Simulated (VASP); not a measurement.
Input of a VASP 6.6.1 run:

Contents of INCAR:

```
PREC = Accurate ; ENCUT = 520
EDIFF = 1E-6 ; ISMEAR = -1
SIGMA = 0.03 ; LREAL = F
LASPH = T ; NELM = 60
ALGO = Normal ; ISIF = 2
LWAVE = F ; LCHARG = F
GGA = PE ; NBANDS = 16
```

File KPOINTS:

```
Automatic mesh
0
Gamma
  11 11 11
```

The input POSCAR:

```
HgTe
1.0
    0.0000000000      3.2235000000      3.1267950000
    3.2235000000      0.0000000000      3.1267950000
    3.2235000000      3.2235000000      0.0000000000
Hg Te
1 1
Direct
    0.0000000000      0.0000000000      0.0000000000
    0.7500000000      0.7500000000      0.7500000000
```

Potentials or basis: VASP PAW PBE potentials, release 64 (Hg, Te).

Launch:

```bash
$ cat potpaw_PBE.64/Hg/POTCAR potpaw_PBE.64/Te/POTCAR > POTCAR
$ mpirun -np 1 vasp_std > vasp.out
```

Q: Estimate the band gap on the k mesh.

A: 0.10 eV.

Q: Predict the pressure.

A: 5.9 GPa.

Stress tensor (GPa, compression positive):
```
5.80 0.00 0.00
0.00 5.80 0.00
0.00 0.00 6.09
```

Caveat: the cell differs from its parent crystal (zz strain of -3 %); the cell stands under pressure; spin-orbit coupling is left out, which moves the levels of the heavy elements. A k mesh can miss the band edges.
